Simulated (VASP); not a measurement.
## Mo: single point with PBE

Crystal: Mo.

```
Mo
1.0
    -1.58022    1.58022    1.58022
     1.58022   -1.58022    1.58022
     3.16044    3.16044    0.00000
Mo
2
Direct
  0.90508 0.90508 0.00000
  0.59492 0.59492 0.50000
```

This cell differs from its parent crystal: mode 4 (132.6 1/cm) frozen in, largest displacement -0.300 Å.

```yaml
Program: VASP 6.6.1
Task: single point
Functional: PBE
Potentials_or_basis: VASP PAW PBE potentials, release 64 (Mo_sv)
Cutoff: 520 eV
k_mesh: 24 × 24 × 14
Occupations: gaussian, width 0.15 eV
Spin: no spin polarisation
```

```json
{"Pressure": "11.4 GPa", "Largest force": "2.328 eV/Å", "Band gap on the k mesh": "zero (band 14 reaches 14.08 eV, above the bottom of band 15 at 11.41 eV)"}
```

Forces in eV/Å, atoms in the order of the input:
```
Mo   0.000  0.000  2.328
Mo   0.000  0.000 -2.328
```

Stress tensor (GPa, compression positive):
```
14.03 13.69  0.00
13.69 14.03  0.00
 0.00  0.00  6.05
```

Levels at points of the mesh, in eV from the Fermi level:
```csv
k point,band 12,band 13,band 14,band 15,band 16,band 17
"(0.00, 0.00, 0.00)",-2.22,-1.95,-0.12,1.14,1.25,1.79
"(0.50, 0.00, 0.00)",-2.30,-0.89,-0.82,0.60,1.97,2.40
"(0.50, 0.50, 0.00)",-1.72,-0.40,1.09,1.74,2.77,4.23
"(0.00, 0.00, 0.50)",-2.59,-2.01,-2.01,1.14,1.14,2.42
"(0.50, 0.00, 0.50)",-3.54,1.03,1.03,2.24,2.24,2.62
"(0.50, 0.50, 0.50)",-3.21,-1.54,-1.54,3.14,3.14,4.43
```

It took 7.3 min on 1 thread of Intel Xeon 6975P-C, on a shared host, peak memory 0.68 GiB.

Caveat: the cell differs from its parent crystal (mode 4 (132.6 1/cm) frozen in, largest displacement -0.300 Å); forces of over 1 eV/Å act on the atoms, so gaps and moduli don't describe the material at rest.
